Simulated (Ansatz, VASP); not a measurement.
Two plane-wave programs on ZnO

Contents of INCAR:

```
SYSTEM = ZnO
PREC = Accurate
ENCUT = 520
EDIFF = 1E-6
ISMEAR = 0
SIGMA = 0.05
LREAL = .False.
LASPH = .True.
NELM = 80
ALGO = Normal
ISIF = 2
LWAVE = .False.
LCHARG = .False.
GGA = PE
NBANDS = 26
```

KPOINTS

```
regular mesh
0
Gamma
  12 12 6
  0 0 0
```

Contents of POSCAR:

```
ZnO
1.0
    3.4106543340      0.0000000000      0.0000000000
   -1.7053271670      2.9537132968      0.0000000000
    0.0000000000      0.0000000000      5.0814052441
Zn O
2 2
Direct
    0.3333333333      0.6666666667      0.0015026881
    0.6666666667      0.3333333333      0.5015026881
    0.3333333333      0.6666666667      0.3805973119
    0.6666666667      0.3333333333      0.8805973119
```

Input for Ansatz:

```yaml
crystal:
  lattice:
    - [3.410654334, 0.0, 0.0]
    - [-1.705327167, 2.9537132968, 0.0]
    - [0.0, 0.0, 5.0814052441]
  atoms:
    - { symbol: Zn, position: [0.3333333333, 0.6666666667, 0.0015026881] }
    - { symbol: Zn, position: [0.6666666667, 0.3333333333, 0.5015026881] }
    - { symbol: O, position: [0.3333333333, 0.6666666667, 0.3805973119] }
    - { symbol: O, position: [0.6666666667, 0.3333333333, 0.8805973119] }
basis:
  ecutwfc: 420
kpoints:
  mp_grid: { grid: [12, 12, 6] }
hamiltonian:
  xc: pbe
scf:
  occupations: { method: gaussian, width: 0.05 }
output:
  forces: true
  stress: true
  eigenvalues: true
```

Change from the starting cell: strain +0.040 along x and y, -0.040 along z, atoms carried along.

Alike in both runs: task single point; functional PBE; k mesh 12 × 12 × 6; occupations gaussian, width 0.05 eV; no spin polarisation.

|  | VASP | Ansatz |
| --- | --- | --- |
| version | VASP 6.6.1 | Ansatz 0.2.0 |
| potentials or method | VASP PAW PBE potentials, release 64 (Zn, O), cutoff 520 eV | scalar-relativistic, plane waves, PAW |
| valence electrons in the cell | 36 | 36 |

```csv
,VASP,Ansatz,Ansatz less VASP
gap on the k mesh at the Fermi level (eV),0.68,0.70,+0.020
least direct gap on the mesh (eV),0.68,0.70,+0.020
pressure (GPa),-2.6,-3.4,-0.80
"traceless stress, the component that is largest in VASP (GPa)",10.51,10.07,-0.432
rms of the force components (eV/Å),0.401,0.371,-0.0300
```

Atom by atom the forces differ by 0.030 eV/Å (rms over components).
